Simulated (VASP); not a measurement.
Input of a VASP 6.6.1 run:

Contents of INCAR:

```
SYSTEM = AlN
  PREC = Accurate
  ENCUT = 600
  EDIFF = 1E-6
  ISMEAR = 0
  SIGMA = 0.02
  LREAL = .FALSE.
  LASPH = .TRUE.
  NELM = 80
  ALGO = Normal
  ISIF = 4
  LWAVE = .FALSE.
  LCHARG = .FALSE.
  GGA = PE
  IBRION = 2
  NSW = 50
  EDIFFG = -0.01
```

The input KPOINTS:

```
Automatic mesh
0
G
  12 12 6
  0 0 0
```

POSCAR

```
AlN
1.0
    3.0986261071      0.0000000000      0.0000000000
   -1.5493130535      2.6834889256      0.0000000000
    0.0000000000      0.0000000000      4.9673024066
Al N
2 2
Direct
    0.3333333333      0.6666666667     -0.0007707949
    0.6666666667      0.3333333333      0.4992292051
    0.3333333333      0.6666666667      0.3807707949
    0.6666666667      0.3333333333      0.8807707949
```

Potentials or basis: VASP PAW PBE potentials, release 64 (Al, N).

Launch:

```bash
$ cat potpaw_PBE.64/Al/POTCAR potpaw_PBE.64/N/POTCAR > POTCAR
$ mpirun -np 1 vasp_std > vasp.out
```

Question: Estimate the band gap on the k mesh.

Answer: 4.30 eV, direct.

Final structure:
```xyz
4
Lattice="3.1004 0.0000 0.0000 -1.5502 2.6851 0.0000 0.0000 0.0000 4.9615" Properties=species:S:1:pos:R:3 pbc="T T T"
Al    0.0000    1.7900    4.9564
Al    1.5502    0.8950    2.4756
N     0.0000    1.7900    1.8904
N     1.5502    0.8950    4.3712
```

 A k mesh can miss the band edges.
